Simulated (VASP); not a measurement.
A run of VASP 6.6.1:

File POSCAR:

```
BN
1.0
    2.5938510698      0.0000000000      0.0000000000
   -1.2969255349      2.2463409201      0.0000000000
    0.0000000000      0.0000000000      4.2903031625
B N
2 2
Direct
    0.6666666667      0.3333333333      1.0000618429
    0.3333333333      0.6666666667      0.5000618429
    0.6666666667      0.3333333333      0.6249381571
    0.3333333333      0.6666666667      0.1249381571
```

The input INCAR.step1:

```
ALGO = Normal ; EDIFF = 1E-4
ENCUT = 520 ; GGA = PE
ISMEAR = 0 ; LASPH = True
LCHARG = False ; LREAL = False
LWAVE = True ; NBANDS = 16
NELM = 60 ; PREC = Accurate
SIGMA = 0.02
```

Contents of INCAR.step2:

```
ALGO = Normal ; EDIFF = 1E-6
ENCUT = 520 ; ISIF = 2
ISMEAR = 0 ; ISTART = 1
LASPH = True ; LCHARG = True
LELF = True ; LMIXTAU = True
LREAL = False ; LVHAR = True
LWAVE = False ; METAGGA = R2SCAN
NBANDS = 16 ; NELM = 60
PREC = Accurate ; SIGMA = 0.02
```

KPOINTS

```
k-points
0
Gamma
  12 12 6
```

Potentials or basis: VASP PAW PBE potentials, release 64 (B, N).

Launch:

```bash
$ cat potpaw_PBE.64/B/POTCAR potpaw_PBE.64/N/POTCAR > POTCAR
$ cp INCAR.step1 INCAR
$ mpirun -np 1 vasp_std > vasp.out
$ cp INCAR.step2 INCAR
$ mpirun -np 1 vasp_std > vasp.out
```

Hardware: 1 thread of Intel(R) Xeon(R) 6975P-C (Granite Rapids) (shared host).

Estimate the wall time of this run.

Run time: 80 s on 1 thread of Intel(R) Xeon(R) 6975P-C (Granite Rapids) (shared host), peak memory 0.15 GiB. Counts: k points 76.
